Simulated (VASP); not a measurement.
Runs of VASP 6.6.1 on C. The structure is that of space group Im-3m (No. 229), or close to it. The cells are those of the table. 

```csv
task,cell,k mesh,cutoff (eV),gap on the mesh (eV),pressure (GPa)
single point,"a = 2.067 Å, angles 109.5°, 1 atom",32 × 32 × 32,520,none,0.2
single point,"a = 2.498 Å, angles 109.5°, 1 atom",8 × 8 × 8,520,none,-31.1
relaxation of cell and atoms,"relaxed from a = 2.498 Å, angles 109.5°, 1 atom",8 × 8 × 8,600,none,-0.9
single point,"a = 2.048 Å, angles 109.5°, 1 atom",8 × 8 × 8,520,none,(a)
```

Alike in all rows: level r2SCAN; potentials or basis VASP PAW PBE potentials, release 64 (C); no spin polarisation; smearing gaussian 0.1 eV.

Problem. Estimate the missing entries.

Solution. (a) 0.1.

Caveats: some runs use coarse meshes; the PAW data sets were made with another functional, which shifts forces and pressure a little.

A gap of «none» marks levels without a gap at the run's occupations.
